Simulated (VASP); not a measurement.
Set up this calculation in VASP 6.6.1, as the native input.

```
Task                   : single point
Functional             : LDA
Potentials or basis    : VASP PAW LDA potentials, release 64 (O)
Cutoff                 : 520 eV
k mesh                 : 1 × 1 × 1
Occupations            : fermi-dirac, width 0.05 eV
Spin                   : collinear spin, ferromagnetic start
Starting moments       : [0.54, 0.55, 0.54, 0.54, 0.55, 0.54, 0.54, 0.55, 0.54, 0.54, 0.54, 0.54, 0.55, 0.54, 0.54, 0.54, 0.55, 0.54, 0.54, 0.55] μB
Dipole correction      : no
Further INCAR settings : LREAL = Auto; ALGO = Normal; EDIFF = 1e-07; NBANDS = 80
```

The structure of O lies in POSCAR:

```
O
1.0
    7.2176520000      0.0000000000      0.0000000000
    0.0000000000      7.2176520000      0.0000000000
    0.0000000000      0.0000000000      7.2176520000
O
20
Direct
    0.5258358258      0.5269303646      0.5206817951
    0.5805212000      0.4378293661      0.3927315975
    0.7480687625      0.7006987868      0.7806693922
    0.7583906789      0.5522571606      0.8579244330
    0.4204830047      0.4597201417      1.0543179416
    0.3218498204      0.4214805591      0.9303441064
    0.3774634743      0.9906130138      0.5459670264
    0.4128627980      1.0412943157      0.3975808199
    0.8385552531      0.0836837243      0.2668596380
    0.7540402336     -0.0480211570      0.2068262643
    0.9966953242      0.8483645374      0.5471862595
    1.0479862426      0.8679692509      0.7036775949
    0.7635308546      0.1687806505      0.8837222964
    0.7342276962      0.0757864192      0.7502578401
    0.1439526317      0.3311741824      0.4582238102
    0.1394220724      0.4166867563      0.5961495511
    0.4132784457      0.8874631251     -0.0639266066
    0.3777682825      1.0463375070     -0.0727383365
   -0.0864269987      0.5898178521      0.2217618694
    0.0668361401      0.6564323134      0.2135320462
```

The input as run:

INCAR

```
ALGO = Normal
EDIFF = 1E-7
ENCUT = 520
ISIF = 2
ISMEAR = -1
ISPIN = 2
LASPH = True
LCHARG = False
LORBIT = 11
LREAL = Auto
LWAVE = False
MAGMOM = 0.54 0.55 0.54 0.54 0.55 0.54 0.54 0.55 0.54 0.54 0.54 0.54 0.55 0.54 0.54 0.54 0.55 0.54 0.54 0.55
NBANDS = 80
NELM = 150
PREC = Accurate
SIGMA = 0.05
```

KPOINTS

```
k-points
0
Gamma
  1 1 1
```

Potentials or basis: VASP PAW LDA potentials, release 64 (O).

Run with:

```console
$ cat potpaw_LDA.64/O/POTCAR > POTCAR
$ mpirun -np 1 vasp_gam > vasp.out
```

Results of the run:

| Property | Result |
| --- | --- |
| Pressure | 4.6 GPa |
| Largest force | 6.052 eV/Å |
| Net moment | 20.00 μB per cell |
| Site moments | O +0.80, +0.81, +0.79 (each value once) μB |
| Valence electrons inside the program's atomic spheres | O 4.94, 4.93, 4.91, 4.90, 4.96, 4.99, 4.97 (each value once) |

Caveat: the k points lie up to 0.87 Å⁻¹ apart; the standard files for N, O and F lose accuracy on very short bonds.

Wall time 2.2 min on 1 thread of Intel(R) Xeon(R) Platinum 8488C (Sapphire Rapids), on a shared host, peak memory 0.32 GiB.
